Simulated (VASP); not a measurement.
Input of a VASP 6.6.1 run:

Contents of INCAR:

```
ALGO = Normal
EDIFF = 1E-8
ENCUT = 520
GGA = PE
ISIF = 2
ISMEAR = -1
LASPH = True
LCHARG = False
LEFG = True
LREAL = False
LWAVE = False
NBANDS = 17
NELM = 100
PREC = Accurate
SIGMA = 0.08
```

Contents of KPOINTS:

```
k-points
0
Gamma
  10 10 10
```

POSCAR

```
TePb
1.0
    4.0807831442      0.0000000000      0.0000000000
    0.0000000000      4.0807831442      0.0000000000
    0.0000000000      0.0000000000      4.0807831442
Te Pb
1 1
Direct
    0.5000000000      0.5000000000      0.5000000000
    0.0000000000      0.0000000000      0.0000000000
```

Potentials or basis: VASP PAW PBE potentials, release 64 (Te, Pb_d).

Run with:

```sh
$ cat potpaw_PBE.64/Te/POTCAR potpaw_PBE.64/Pb_d/POTCAR > POTCAR
$ mpirun -np 1 vasp_std > vasp.out
```

Q: Estimate the pressure.

A: -2.3 GPa.

Q: Estimate the band gap on the k mesh.

A: Zero (bands 10 and 11 overlap by 1.07 eV).

Caveat: spin-orbit coupling is left out, which moves the levels of the heavy elements.
